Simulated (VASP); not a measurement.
# Ta2N (P-1) in VASP: single point with PBE

Aim: the single point of Ta2N with PBE.

Program: VASP 6.6.1. These are calculated values, not measurements. Logs are shortened: lines on timing, memory, paths and dates and some standing lists are left out, and cuts for length are marked.

### Step 1. The cell of the first run

The typed cell holds 3 atoms: a = 3.252 Å, b = 3.216 Å, c = 5.047 Å, α = 90.05°, β = 89.83°, γ = 120.72°.

### Step 2. Single point, PBE (strained and its atoms moved)

Contents of INCAR:

```
PREC = Accurate ; ENCUT = 520
EDIFF = 1E-7 ; ISMEAR = 0
SIGMA = 0.1 ; LREAL = False
LASPH = True ; NELM = 100
ALGO = Normal ; ISIF = 2
LWAVE = False ; LCHARG = False
GGA = PE ; NBANDS = 20
```

Contents of KPOINTS:

```
regular mesh
0
Gamma
  14 14 8
```

Contents of POSCAR:

```
Ta2N
1.0
    3.2520998011     -0.0098366424      0.0046692923
   -1.6345686827      2.7697214245     -0.0012832774
    0.0073047615      0.0018992380      5.0473467045
Ta N
2 1
Direct
    0.6008013830      0.3805337637      0.7451787619
    0.3991986170      0.6194662363      0.2548212381
    0.0000000000      0.0000000000      0.0000000000
```

Potentials or basis: VASP PAW PBE potentials, release 64 (Ta_pv, N).

Command:

```
$ cat potpaw_PBE.64/Ta_pv/POTCAR potpaw_PBE.64/N/POTCAR > POTCAR
$ mpirun -np 1 vasp_std > vasp.out
```

OUTCAR:

```text
PREC = Accurate
   ENCUT = 520
   EDIFF = 1E-7
   ISMEAR = 0
   LREAL = False
   LASPH = True
   NELM = 100
   ISIF = 2
   GGA = PE

 ion  position               nearest neighbor table
   1  0.601  0.381  0.745-   3 2.12   3 2.16   3 2.54   2 2.77   2 2.85   2 3.30   2 3.37   2 3.38
                             2 3.46
   2  0.399  0.619  0.255-   3 2.12   3 2.16   3 2.54   1 2.77   1 2.85   1 3.30   1 3.37   1 3.38
                             1 3.46
   3  0.000  0.000  0.000-   1 2.12   2 2.12   1 2.16   2 2.16   1 2.54   2 2.54

  LATTYP: Found a triclinic cell.
 ALAT       =     3.2521180296
 B/A-ratio  =     0.9889187229
 C/A-ratio  =     1.5520200380
 COS(alpha) =     0.0008105200
 COS(beta)  =     0.0028818680
 COS(gamma) =     0.5108513152

  Lattice vectors:

 A1 = (  -3.2520998011,   0.0098366424,  -0.0046692923)
 A2 = (  -1.6345686827,   2.7697214245,  -0.0012832774)
 A3 = (  -0.0073047615,  -0.0018992380,  -5.0473467045)

Analysis of symmetry for initial positions (statically):
=====================================================================
 Subroutine PRICEL returns:
 Original cell was already a primitive cell.

 Routine SETGRP: Setting up the symmetry group for a
 triclinic supercell.

 Subroutine GETGRP returns: Found  2 space group operations
 (whereof  2 operations were pure point group operations)
 out of a pool of  2 trial point group operations.

The static configuration has the point symmetry S_2 .

Analysis of symmetry for dynamics (positions and initial velocities):
=====================================================================
 Subroutine PRICEL returns:
 Original cell was already a primitive cell.

 Routine SETGRP: Setting up the symmetry group for a
 triclinic supercell.

 Subroutine GETGRP returns: Found  2 space group operations
 (whereof  2 operations were pure point group operations)
 out of a pool of  2 trial point group operations.

The dynamic configuration has the point symmetry S_2 .

 Subroutine INISYM returns: Found  2 space group operations
 (whereof  2 operations are pure point group operations),
 and found     1 'primitive' translations

----------------------------------------------------------------------------------------

                                     Primitive cell

  volume of cell :      45.3823

  direct lattice vectors                    reciprocal lattice vectors
     3.252099801 -0.009836642  0.004669292     0.308044250  0.181794032 -0.000514223
[... 82 lines left out ...]
   ISPIN  =      1    spin polarized calculation?
   LNONCOLLINEAR =      F non collinear calculations
   LSORBIT =      F    spin-orbit coupling
   LASPH  =      T    aspherical Exc in radial PAW
   ENCUT  =  520.0 eV  38.22 Ry    6.18 a.u.   6.05  5.98  9.38*2*pi/ulx,y,z
   NELM   =    100;   NELMIN=  2; NELMDL= -5     # of ELM steps
   EDIFF  = 0.1E-06   stopping-criterion for ELM
   LREAL  =      F    real-space projection
   EDIFFG = 0.1E-05   stopping-criterion for IOM
   NSW    =      0    number of steps for IOM
   IBRION =     -1    ionic relax: 0-MD 1-quasi-New 2-CG
   NFREE  =      0    steps in history (QN), initial steepest desc. (CG)
   ISIF   =      2    stress and relaxation
   ISYM   =      2    0-nonsym 1-usesym 2-fastsym
   POTIM  = 0.5000    time-step for ionic-motion
   TEBEG  =    0.0;   TEEND  =   0.0 temperature during run
   PSTRESS=    0.0 pullay stress
   NELECT =      27.0000    total number of electrons
   NUPDOWN=      -1.0000    fix difference up-down
   EMIN   =  10.00;   EMAX   =-10.00  energy-range for DOS
   EFERMI =   0.00;   METHOD = LEGACY
   ISMEAR =     0;   SIGMA  =   0.10  broadening in eV -4-tet -1-fermi 0-gaus
   EFERMI_NEDOS =   21; number of points for ismear=-14 and -15
   IALGO  =     38    algorithm
   IMIX   =      4    mixing-type and parameters
     AMIX     =   0.40;   BMIX     =  1.00
     AMIX_MAG =   1.60;   BMIX_MAG =  1.00
  volume/ion in A,a.u.               =      15.13       102.08
  Fermi-wavevector in a.u.,A,eV,Ry     =   1.376895  2.601953 25.794451  1.895839
  Thomas-Fermi vector in A             =   2.502098
   LORBIT       =      0    0 simple, 1 ext, 2 COOP (PROOUT), +10 PAW based schemes
   GGA     = PE    functional components
   LHFCALC =     F    Hartree Fock is set to
   AEXX    =    0.0000 exact exchange contribution
   IVDW    =     0    specifies the selected vdW correction
   LEPSILON=     F    determine dielectric tensor
   LRPA    =     F    only Hartree local field effects (RPA)
 non-spin polarized calculation
 Gauss-broadening in eV      SIGMA  =   0.10
  energy-cutoff  :      520.00
  volume of cell :       45.38
 maximum number of plane-waves:      1251
   NGX = 13   NGY = 11   NGZ = 19

 number of electron      27.0000004 magnetization

 Free energy of the ion-electron system (eV)
  ---------------------------------------------------
  ext. energy  EPLUGINS =         0.00000000
  ---------------------------------------------------
  free energy    TOTEN  =       -33.63312114 eV

  energy without entropy =      -33.62502246  energy(sigma->0) =      -33.62907180

 E-fermi :   6.2740     XC(G=0): -12.2591

 val. band max:        6.2737388991   @ k =   0.2857  -0.1429   0.1250
 cond. band min:       6.2745313813   @ k =  -0.2857  -0.3571   0.1250
 fundamental gap:      0.0007924822
 Fermi energy:         6.2739930034

 k-point     1 :       0.0000    0.0000    0.0000
  band No.  band energies     occupation
      1     -29.2759      2.00000
      2     -28.7360      2.00000
      3     -28.6962      2.00000
      4     -28.6217      2.00000
      5     -28.5951      2.00000
      6     -28.3296      2.00000
[... 541 lines left out ...]
     19       9.8663      0.00000
     20      11.2136      0.00000

 [... further k-points ...]
[... 5 lines left out ...]
  --------------------------------------------------------------------------------------
  -------------------------------------------------------------------------------------
  Total       -4.2635336     -5.3982467     -2.4375871     -1.0048053     -0.1879011     -0.2076746
  in kB     -150.5199520   -190.5799068    -86.0566676    -35.4736834     -6.6336682     -7.3317509
  external PRESSURE =    -142.3855088 kB  Pullay stress =       0.0000000 kB

 VOLUME and BASIS-vectors are now :
 -----------------------------------------------------------------------------
  energy-cutoff  :      520.00
  volume of cell :       45.38
      direct lattice vectors                 reciprocal lattice vectors
     3.252099801 -0.009836642  0.004669292     0.308044250  0.181794032 -0.000514223
    -1.634568683  2.769721425 -0.001283277     0.001094212  0.361692833 -0.000137683
     0.007304761  0.001899238  5.047346704    -0.000284693 -0.000076218  0.198124338

 POSITION                                       TOTAL-FORCE (eV/Angst)
 -----------------------------------------------------------------------------------
      1.33730      1.04948      3.76349         1.332095     -0.624038     -0.278523
      0.28754      1.71231      1.28724        -1.332095      0.624038      0.278523
      0.00000      0.00000      0.00000         0.000000     -0.000000     -0.000000
 -----------------------------------------------------------------------------------
    total drift:                               -0.000000      0.000000     -0.000000

  FREE ENERGIE OF THE ION-ELECTRON SYSTEM (eV)
  ---------------------------------------------------
  free  energy   TOTEN  =       -33.6331211366 eV

  energy  without entropy=      -33.6250224646  energy(sigma->0) =      -33.62907180
```

stdout:

```text
POSCAR found type information on POSCAR TaN
 POSCAR found :  2 types and       3 ions
 scaLAPACK will be used
 LDA part: xc-table for (Slater+PW92), standard interpolation
 POSCAR, INCAR and KPOINTS ok, starting setup
 FFT: planning ... GRIDC
 FFT: planning ... GRID_SOFT
 FFT: planning ... GRID
 WAVECAR not read
 entering main loop
```

Run time: 5.9 min. Hardware: 1 thread of AMD EPYC 9R45 (Zen 5), shared host; peak memory 0.66 GiB.

What came out:

```
Free energy            : -33.6331 eV
Pressure               : -14.2 GPa
Largest force          : 1.497 eV/Å
Band gap on the k mesh : zero (an odd number of electrons rules out a gap without spin polarisation)
```

Forces in eV/Å, atoms in the order of the input:
```
Ta   1.332 -0.624 -0.279
Ta  -1.332  0.624  0.279
N    0.000  0.000  0.000
```

Caveat: the cell differs from its parent crystal (strained and its atoms moved); the stress differs along the axes, from -19 to -9 GPa; spin-orbit coupling is left out, which moves the levels of the heavy elements; forces of over 1 eV/Å act on the atoms, so gaps and moduli don't describe the material at rest.
